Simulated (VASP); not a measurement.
# Mo (Im-3m) in VASP: settings compared, part 2 of 2

VASP 6.6.1. Earlier steps stand in the parts before.

## Step 4: Single point, PBE0

This run uses another cell than the first one, of 15.26 Å³/atom.

The input, POSCAR:

```
Mo
1.0
   -1.5624035240      1.5624035240      1.5624035240
    1.5624035240     -1.5624035240      1.5624035240
    1.5624035240      1.5624035240     -1.5624035240
Mo
1
Direct
    0.0000000000      0.0000000000      0.0000000000
```

The input, INCAR.step1:

```
SYSTEM = Mo
  ALGO = Normal
  EDIFF = 1E-5
  ENCUT = 520
  GGA = PE
  ISIF = 2
  ISMEAR = -1
  LASPH = .TRUE.
  LCHARG = .FALSE.
  LREAL = .FALSE.
  LWAVE = .TRUE.
  NBANDS = 13
  NELM = 100
  PREC = Accurate
  SIGMA = 0.05
```

The input, INCAR.step2:

```
SYSTEM = Mo
  AEXX = 0.25
  ALGO = Normal
  EDIFF = 1E-7
  ENCUT = 520
  GGA = PE
  ISIF = 2
  ISMEAR = -1
  ISTART = 1
  LASPH = .TRUE.
  LCHARG = .FALSE.
  LHFCALC = .TRUE.
  LREAL = .FALSE.
  LWAVE = .FALSE.
  NBANDS = 13
  NELM = 100
  PREC = Accurate
  PRECFOCK = Normal
  SIGMA = 0.05
```

The input, KPOINTS:

```
k-points
0
G
  8 8 8
  0 0 0
```

Potentials or basis: VASP PAW PBE potentials, release 64 (Mo_sv).

On the command line:

```
$ cat potpaw_PBE.64/Mo_sv/POTCAR > POTCAR
$ cp INCAR.step1 INCAR
$ mpirun -np 1 vasp_std > vasp.out
$ cp INCAR.step2 INCAR
$ mpirun -np 1 vasp_std > vasp.out
```

OUTCAR:

```text
SYSTEM = Mo
   AEXX = 0.25
   EDIFF = 1E-7
   ENCUT = 520
   GGA = PE
   ISIF = 2
   ISMEAR = -1
   ISTART = 1
   LASPH = .TRUE.
   LHFCALC = .TRUE.
   LREAL = .FALSE.
   NELM = 100
   PREC = Accurate
   PRECFOCK = Normal

 ion  position               nearest neighbor table
   1  0.000  0.000  0.000-

  LATTYP: Found a body centered cubic cell.
 ALAT       =     3.1248070480

  Lattice vectors:

 A1 = (  -1.5624035240,   1.5624035240,   1.5624035240)
 A2 = (   1.5624035240,  -1.5624035240,   1.5624035240)
 A3 = (   1.5624035240,   1.5624035240,  -1.5624035240)

Analysis of symmetry for initial positions (statically):
=====================================================================
 Subroutine PRICEL returns:
 Original cell was already a primitive cell.

 Routine SETGRP: Setting up the symmetry group for a
 body centered cubic supercell.

 Subroutine GETGRP returns: Found 48 space group operations
 (whereof 48 operations were pure point group operations)
 out of a pool of 48 trial point group operations.

The static configuration has the point symmetry O_h .

Analysis of symmetry for dynamics (positions and initial velocities):
[... 175 lines left out ...]
      3     -24.7432      2.00000
      4     -24.7432      2.00000
      5       3.9438      2.00000
      6      10.7673      2.00000
      7      10.7673      2.00000
      8      10.7673      2.00000
      9      15.7812      0.00000
     10      15.7812      0.00000
     11      29.0363      0.00000
     12      29.0363      0.00000
     13      29.0363      0.00000
[... 354 lines left out ...]
  band No.  band energies     occupation
      1     -52.6929      2.00000
      2     -26.0042      2.00000
      3     -25.5075      2.00000
      4     -25.3549      2.00000
      5       7.8698      2.00000
      6       8.5418      2.00000
      7      11.7700      2.00000
      8      13.4583      0.00000
      9      16.6321      0.00000
     10      19.1232      0.00000
     11      28.4912      0.00000
     12      30.6330      0.00000
     13      31.6870      0.00000

 [... further k-points ...]

------------------------ aborting loop because EDIFF is reached ----------------------------------------

  FORCE on cell =-STRESS in cart. coord.  units (eV):
  Direction    XX          YY          ZZ          XY          YZ          ZX
  --------------------------------------------------------------------------------------
  -------------------------------------------------------------------------------------
  Total        0.5698548      0.5698548      0.5698548      0.0000000      0.0000000      0.0000000
  in kB       59.8460049     59.8460049     59.8460049      0.0000000      0.0000000      0.0000000
  external PRESSURE =      59.8460049 kB  Pullay stress =       0.0000000 kB

 VOLUME and BASIS-vectors are now :
 -----------------------------------------------------------------------------
  energy-cutoff  :      520.00
  volume of cell :       15.26
      direct lattice vectors                 reciprocal lattice vectors
    -1.562403524  1.562403524  1.562403524     0.000000000  0.320019760  0.320019760
     1.562403524 -1.562403524  1.562403524     0.320019760  0.000000000  0.320019760
     1.562403524  1.562403524 -1.562403524     0.320019760  0.320019760  0.000000000

 POSITION                                       TOTAL-FORCE (eV/Angst)
 -----------------------------------------------------------------------------------
      0.00000      0.00000      0.00000         0.000000      0.000000      0.000000
 -----------------------------------------------------------------------------------
    total drift:                               -0.000000     -0.000000     -0.000000

  FREE ENERGIE OF THE ION-ELECTRON SYSTEM (eV)
  ---------------------------------------------------
  free  energy   TOTEN  =       -14.0575031037 eV

  energy  without entropy=      -14.0574941722  energy(sigma->0) =      -14.05749864
```

OUTCAR.step1:

```text
SYSTEM = Mo
   EDIFF = 1E-5
   ENCUT = 520
   GGA = PE
   ISIF = 2
   ISMEAR = -1
   LASPH = .TRUE.
[... 600 lines left out ...]
 -----------------------------------------------------------------------------------
      0.00000      0.00000      0.00000        -0.000000     -0.000000      0.000000
 -----------------------------------------------------------------------------------
    total drift:                               -0.000000     -0.000000      0.000000

  FREE ENERGIE OF THE ION-ELECTRON SYSTEM (eV)
  ---------------------------------------------------
  free  energy   TOTEN  =       -10.8972593066 eV

  energy  without entropy=      -10.8895109216  energy(sigma->0) =      -10.89338511
```

Wall time 65 min (1 thread of Oxide Virtual Turin-like, shared host); peak memory 0.11 GiB.

What came out:

* Free energy: -14.0575 eV
* Pressure: 6.0 GPa
* Band gap on the k mesh: zero (bands 7 and 8 overlap by 7.19 eV)

Levels at points of the mesh, in eV from the Fermi level:
```tsv
k point	band 5	band 6	band 7	band 8	band 9	band 10
(0.00, 0.00, 0.00)	-8.83	-2.00	-2.00	-2.00	3.01	3.01
(0.50, 0.00, 0.00)	-6.67	-4.51	1.75	2.95	3.59	6.06
(0.50, 0.50, 0.50)	-6.68	-6.68	5.19	5.19	5.19	10.45
```

Caveat: the cell stands under pressure; the PAW data sets were made with another functional, which shifts forces and pressure a little.

## Step 5: Summary

```tsv
level	cell	k mesh	share of exact exchange	gap on the mesh (eV)	pressure (GPa)
B3LYP	a = 2.743 Å, angles 109.5°, 1 atom	6 × 6 × 6	0.2	none	1.1
PBEsol-based global hybrid with 25 % exact exchange	a = 2.743 Å, angles 109.5°, 1 atom	6 × 6 × 6	0.25	none	-14.3
PBE0	a = 2.706 Å, angles 109.5°, 1 atom	8 × 8 × 8	0.25	none	6.0
```

Alike in all rows: task single point; potentials or basis VASP PAW PBE potentials, release 64 (Mo_sv); no spin polarisation; cutoff (eV) 520; smearing fermi-dirac 0.05 eV.

Caveats: some runs use coarse meshes; the PAW data sets were made with another functional, which shifts forces and pressure a little; the cell stands under pressure (at least some runs).

Total energies depend on the potentials used, so only differences within one code and one set of settings carry meaning.
